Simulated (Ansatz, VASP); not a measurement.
# Two plane-wave programs on Au

```xyz
1
Lattice="0.0000 2.0148 2.0762 2.0148 0.0000 2.0762 2.0148 2.0148 0.0000" Properties=species:S:1:pos:R:3 pbc="T T T"
Au    0.0000    0.0000    0.0000
```

Change from the starting cell: strain -0.015 along x and y, +0.015 along z, atoms carried along.

Alike in both runs: task single point; functional r2SCAN; k mesh 20 × 20 × 20; no spin polarisation.

|  | VASP | Ansatz |
| --- | --- | --- |
| version | VASP 6.6.1 | Ansatz 0.2.0 |
| potentials or method | VASP PAW PBE potentials, release 64 (Au), cutoff 520 eV | scalar-relativistic, plane waves, PAW |
| occupations | methfessel-paxton of order 1, width 0.4 eV | cold, width 0.4 eV |
| valence electrons in the cell | 11 | 19 |

```tsv
	VASP	Ansatz	Ansatz less VASP
gap on the k mesh at the Fermi level (eV)	none	none	-
pressure (GPa)	7.3	6.9	-0.40
traceless stress, the component that is largest in VASP (GPa)	-0.73	-0.56	+0.168
```

VASP's potentials were made for PBE, not for r2SCAN. A gap of «none» marks a metal or a gap that the smearing closes. VASP's potentials hold 11 valence electrons a cell and Ansatz's 19, so a difference there can come from the potentials and not from the codes.

Spin-orbit coupling is off throughout.
